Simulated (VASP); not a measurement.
# Ti (P6_3/mmc) in VASP: further runs, part 2 of 2

VASP 6.6.1. Earlier steps stand in the parts before.

## (4) Single point, PBE (volume scaled by 0.88)

File INCAR:

```
PREC = Accurate
ENCUT = 520
EDIFF = 1E-6
ISMEAR = -1
SIGMA = 0.1
LREAL = F
LASPH = T
NELM = 100
ALGO = Normal
ISIF = 2
LWAVE = F
LCHARG = T
GGA = PE
LELF = T
LVHAR = T
NBANDS = 19
```

File KPOINTS:

```
Automatic mesh
0
Gamma
  20 20 11
```

File POSCAR:

```
Ti
1.0
    2.8164691192      0.0000000000      0.0000000000
   -1.4082345596      2.4391338062      0.0000000000
    0.0000000000      0.0000000000      4.4617599413
Ti
2
Direct
    0.3333333333      0.6666666667      0.2500000000
    0.6666666667      0.3333333333      0.7500000000
```

Potentials or basis: VASP PAW PBE potentials, release 64 (Ti_sv).

On the command line:

```console
> cat potpaw_PBE.64/Ti_sv/POTCAR > POTCAR
> mpirun -np 1 vasp_std > vasp.out
```

OUTCAR:

```text
PREC = Accurate
   ENCUT = 520
   EDIFF = 1E-6
   ISMEAR = -1
   LREAL = F
   LASPH = T
   NELM = 100
   ISIF = 2
   GGA = PE

 ion  position               nearest neighbor table
   1  0.333  0.667  0.250-   2 2.76   2 2.76   2 2.76   2 2.76   2 2.76   2 2.76
   2  0.667  0.333  0.750-   1 2.76   1 2.76   1 2.76   1 2.76   1 2.76   1 2.76

  LATTYP: Found a hexagonal cell.
 ALAT       =     2.8164691192
 C/A-ratio  =     1.5841678898

  Lattice vectors:

 A1 = (   2.8164691192,   0.0000000000,   0.0000000000)
 A2 = (  -1.4082345596,   2.4391338062,   0.0000000000)
 A3 = (   0.0000000000,   0.0000000000,   4.4617599413)

Analysis of symmetry for initial positions (statically):
=====================================================================
 Subroutine PRICEL returns:
 Original cell was already a primitive cell.

 Routine SETGRP: Setting up the symmetry group for a
 hexagonal supercell.

 Subroutine GETGRP returns: Found 24 space group operations
 (whereof 12 operations were pure point group operations)
 out of a pool of 24 trial point group operations.

The static configuration has the point symmetry D_3d.
 The point group associated with its full space group is D_6h.

Analysis of symmetry for dynamics (positions and initial velocities):
=====================================================================
 Subroutine PRICEL returns:
 Original cell was already a primitive cell.

 Routine SETGRP: Setting up the symmetry group for a
 hexagonal supercell.

 Subroutine GETGRP returns: Found 24 space group operations
 (whereof 12 operations were pure point group operations)
 out of a pool of 24 trial point group operations.

The dynamic configuration has the point symmetry D_3d.
 The point group associated with its full space group is D_6h.

 Subroutine INISYM returns: Found 24 space group operations
 (whereof 12 operations are pure point group operations),
 and found     1 'primitive' translations

----------------------------------------------------------------------------------------

                                     Primitive cell

  volume of cell :      30.6512

  direct lattice vectors                    reciprocal lattice vectors
     2.816469119  0.000000000  0.000000000     0.355054488  0.204990804  0.000000000
    -1.408234560  2.439133806  0.000000000     0.000000000  0.409981608  0.000000000
     0.000000000  0.000000000  4.461759941     0.000000000  0.000000000  0.224126805

  length of vectors
     2.816469119  2.816469119  4.461759941     0.409981608  0.409981608  0.224126805

  position of ions in fractional coordinates (direct lattice)
     0.333333333  0.666666667  0.250000000
     0.666666667  0.333333333  0.750000000

  ion indices of the primitive-cell ions
   primitive index   ion index
                 1           1
                 2           2

----------------------------------------------------------------------------------------

 KPOINTS: Automatic mesh

Automatic generation of k-mesh.
 Grid dimensions read from file:
 generate k-points for:   20   20   11

 Generating k-lattice:

  Cartesian coordinates                     Fractional coordinates (reciprocal lattice)
     0.017752724  0.010249540  0.000000000     0.050000000  0.000000000  0.000000000
     0.000000000  0.020499080  0.000000000     0.000000000  0.050000000  0.000000000
     0.000000000  0.000000000  0.020375164     0.000000000  0.000000000  0.090909091

  Length of vectors
     0.020499080  0.020499080  0.020375164

  Shift w.r.t. Gamma in fractional coordinates (k-lattice)
     0.000000000  0.000000000  0.000000000

 Subroutine IBZKPT returns following result:
 ===========================================

 Found    264 irreducible k-points:

 Following reciprocal coordinates:
            Coordinates               Weight
  0.000000  0.000000  0.000000      1.000000
  0.050000  0.000000  0.000000      6.000000
  0.100000 -0.000000  0.000000      6.000000
  0.150000  0.000000  0.000000      6.000000
  0.200000 -0.000000  0.000000      6.000000
  0.250000  0.000000  0.000000      6.000000
[... 16 lines left out ...]
  0.200000  0.100000  0.000000     12.000000
  0.250000  0.100000  0.000000     12.000000
 [... further k-points ...]
   k-points           NKPTS =    264   k-points in BZ     NKDIM =    264   number of bands    NBANDS=     19
   number of dos      NEDOS =    301   number of ions     NIONS =      2
   total plane-waves  NPLWV =  20736
   dimension x,y,z NGX =    24 NGY =   24 NGZ =   36
   dimension x,y,z NGXF=    48 NGYF=   48 NGZF=   72
   ions per type =               2
   NGX,Y,Z   is equivalent  to a cutoff of  14.17, 14.17, 13.41 a.u.
   NGXF,Y,Z  is equivalent  to a cutoff of  28.33, 28.33, 26.83 a.u.
 SYSTEM =  unknown system
   PREC   = accura    normal or accurate (medium, high low for compatibility)
   ISTART =      0    job   : 0-new  1-cont  2-samecut
   ICHARG =      2    charge: 1-file 2-atom 10-const
   ISPIN  =      1    spin polarized calculation?
   LNONCOLLINEAR =      F non collinear calculations
   LSORBIT =      F    spin-orbit coupling
   LASPH  =      T    aspherical Exc in radial PAW
   ENCUT  =  520.0 eV  38.22 Ry    6.18 a.u.   5.24  5.24  8.30*2*pi/ulx,y,z
   NELM   =    100;   NELMIN=  2; NELMDL= -5     # of ELM steps
   EDIFF  = 0.1E-05   stopping-criterion for ELM
   LREAL  =      F    real-space projection
   EDIFFG = 0.1E-04   stopping-criterion for IOM
   NSW    =      0    number of steps for IOM
   IBRION =     -1    ionic relax: 0-MD 1-quasi-New 2-CG
   NFREE  =      0    steps in history (QN), initial steepest desc. (CG)
   ISIF   =      2    stress and relaxation
   ISYM   =      2    0-nonsym 1-usesym 2-fastsym
   POTIM  = 0.5000    time-step for ionic-motion
   TEBEG  =    0.0;   TEEND  =   0.0 temperature during run
   PSTRESS=    0.0 pullay stress
   NELECT =      24.0000    total number of electrons
   NUPDOWN=      -1.0000    fix difference up-down
   EMIN   =  10.00;   EMAX   =-10.00  energy-range for DOS
   EFERMI =   0.00;   METHOD = LEGACY
   ISMEAR =    -1;   SIGMA  =   0.10  broadening in eV -4-tet -1-fermi 0-gaus
   EFERMI_NEDOS =   21; number of points for ismear=-14 and -15
   IALGO  =     38    algorithm
   IMIX   =      4    mixing-type and parameters
     AMIX     =   0.40;   BMIX     =  1.00
     AMIX_MAG =   1.60;   BMIX_MAG =  1.00
  volume/ion in A,a.u.               =      15.33       103.42
  Fermi-wavevector in a.u.,A,eV,Ry     =   1.508909  2.851424 30.977820  2.276806
  Thomas-Fermi vector in A             =   2.619301
   LORBIT       =      0    0 simple, 1 ext, 2 COOP (PROOUT), +10 PAW based schemes
   GGA     = PE    functional components
   LHFCALC =     F    Hartree Fock is set to
   AEXX    =    0.0000 exact exchange contribution
   IVDW    =     0    specifies the selected vdW correction
   LEPSILON=     F    determine dielectric tensor
   LRPA    =     F    only Hartree local field effects (RPA)
 non-spin polarized calculation
  energy-cutoff  :      520.00
  volume of cell :       30.65
 maximum number of plane-waves:       842
 NGX is ok and might be reduce to    24
   NGX = 11   NGY = 11   NGZ = 17

 number of electron      23.9999998 magnetization

 Free energy of the ion-electron system (eV)
  ---------------------------------------------------
  ext. energy  EPLUGINS =         0.00000000
  ---------------------------------------------------
  free energy    TOTEN  =       -15.50592021 eV

  energy without entropy =      -15.43867161  energy(sigma->0) =      -15.47229591

 E-fermi :   9.7094     XC(G=0): -12.0999

 val. band max:        9.7089257242   @ k =   0.1000   0.1000   0.3636
 cond. band min:       9.7130579279   @ k =   0.1000   0.1000   0.2727
 fundamental gap:      0.0041322037
 Fermi energy:         9.7094335444

 k-point     1 :       0.0000    0.0000    0.0000
  band No.  band energies     occupation
      1     -46.9337      2.00000
      2     -46.7089      2.00000
      3     -23.6781      2.00000
      4     -22.7494      2.00000
      5     -22.7494      2.00000
      6     -22.6255      2.00000
[... 11 lines left out ...]
     18      11.5853      0.00000
     19      13.3915      0.00000
[... 485 lines left out ...]
 k-point    24 :       0.2500    0.1000    0.0000
  band No.  band energies     occupation
      1     -46.8089      2.00000
      2     -46.6699      2.00000
      3     -23.4055      2.00000
      4     -23.2092      2.00000
      5     -23.0933      2.00000
      6     -22.8954      2.00000
[... 11 lines left out ...]
     18      13.1329      0.00000
     19      13.7491      0.00000

 [... further k-points ...]

------------------------ aborting loop because EDIFF is reached ----------------------------------------

  FORCE on cell =-STRESS in cart. coord.  units (eV):
  Direction    XX          YY          ZZ          XY          YZ          ZX
  --------------------------------------------------------------------------------------
  -------------------------------------------------------------------------------------
  Total        3.2749282      3.2749282      3.3471761     -0.0000000      0.0000000      0.0000000
  in kB      171.1849343    171.1849343    174.9614344     -0.0000000      0.0000000      0.0000000
  external PRESSURE =     172.4437677 kB  Pullay stress =       0.0000000 kB

 VOLUME and BASIS-vectors are now :
 -----------------------------------------------------------------------------
  energy-cutoff  :      520.00
  volume of cell :       30.65
      direct lattice vectors                 reciprocal lattice vectors
     2.816469119  0.000000000  0.000000000     0.355054488  0.204990804  0.000000000
    -1.408234560  2.439133806  0.000000000     0.000000000  0.409981608  0.000000000
     0.000000000  0.000000000  4.461759941     0.000000000  0.000000000  0.224126805

 POSITION                                       TOTAL-FORCE (eV/Angst)
 -----------------------------------------------------------------------------------
     -0.00000      1.62609      1.11544        -0.000000      0.000000      0.000000
      1.40823      0.81304      3.34632         0.000000     -0.000000      0.000000
 -----------------------------------------------------------------------------------
    total drift:                                0.000000     -0.000000      0.000000

  FREE ENERGIE OF THE ION-ELECTRON SYSTEM (eV)
  ---------------------------------------------------
  free  energy   TOTEN  =       -15.5059202144 eV

  energy  without entropy=      -15.4386716080  energy(sigma->0) =      -15.47229591
```

Run time: 7.5 min. Hardware: 1 thread of AMD EPYC 7R13, shared host; peak memory 0.22 GiB.

Results:

```yaml
Free_energy: -15.5059 eV
Pressure: 17.2 GPa
Band_gap_on_the_k_mesh: zero (band 12 reaches 10.62 eV, above the bottom of band 13 at 9.46 eV)
```

Stress tensor (GPa, compression positive):
```
17.12  0.00  0.00
 0.00 17.12  0.00
 0.00  0.00 17.50
```

## (5) Single point, PBE (volume scaled by 0.92)

File INCAR:

```
ALGO     = Normal         # electronic algorithm
EDIFF    = 1E-6           # SCF threshold, eV
ENCUT    = 520            # plane-wave cutoff, eV
GGA      = PE             # functional
ISIF     = 2              # what is computed and relaxed
ISMEAR   = -1             # smearing method
LASPH    = T              # aspherical terms in the spheres
LCHARG   = F              # write CHGCAR
LREAL    = F              # projectors in reciprocal space
LWAVE    = F              # write WAVECAR
NBANDS   = 19             # bands
NELM     = 60             # most SCF steps
PREC     = Accurate       # precision mode
SIGMA    = 0.1            # smearing width, eV
```

File KPOINTS:

```
k-points
0
Gamma
  20 20 11
```

File POSCAR:

```
Ti
1.0
    2.8585121701      0.0000000000      0.0000000000
   -1.4292560850      2.4755441563      0.0000000000
    0.0000000000      0.0000000000      4.5283631926
Ti
2
Direct
    0.3333333333      0.6666666667      0.2500000000
    0.6666666667      0.3333333333      0.7500000000
```

On the command line:

```console
> cat potpaw_PBE.64/Ti_sv/POTCAR > POTCAR
> mpirun -np 1 vasp_std > vasp.out
```

It took 6.9 min on 1 thread of AMD EPYC 7R13, shared host; peak memory 0.22 GiB.

It converged, with:

| Quantity | Value |
| --- | --- |
| Free energy | -15.6253 eV |
| Pressure | 10.4 GPa |
| Band gap on the k mesh | zero (band 12 reaches 10.06 eV, above the bottom of band 13 at 8.93 eV) |

Stress tensor (GPa, compression positive):
```
10.31  0.00  0.00
 0.00 10.31  0.00
 0.00  0.00 10.49
```

Levels at points of the mesh, in eV from the Fermi level:
```tsv
k point	band 10	band 11	band 12	band 13	band 14	band 15
(0.00, 0.00, 0.00)	-2.87	0.84	0.84	0.97	1.03	1.40
(0.50, 0.00, 0.00)	-2.39	-2.04	-0.51	0.52	0.73	1.32
```

## (6) The runs side by side

| task | cell | k mesh | cutoff (eV) | gap on the mesh (eV) | pressure (GPa) |
| --- | --- | --- | --- | --- | --- |
| single point | a = 2.939, b = 2.939, c = 4.656 Å, angles 90.0, 90.0, 120.0°, 2 atoms | 12 × 12 × 7 | 520 | none | -0.2 |
| relaxation of cell and atoms | relaxed from a = 2.950, b = 2.950, c = 4.686 Å, angles 90.0, 90.0, 120.0°, 2 atoms | 12 × 12 × 7 | 600 | none | 0.0 |
| single point | a = 2.816, b = 2.816, c = 4.462 Å, angles 90.0, 90.0, 120.0°, 2 atoms | 20 × 20 × 11 | 520 | none | 17.2 |
| single point | a = 2.859, b = 2.859, c = 4.528 Å, angles 90.0, 90.0, 120.0°, 2 atoms | 20 × 20 × 11 | 520 | none | 10.4 |

Alike in all rows: level PBE; potentials or basis VASP PAW PBE potentials, release 64 (Ti_sv); no spin polarisation; smearing fermi-dirac 0.1 eV.

Absolute energies hang on the potentials; compare differences alone.
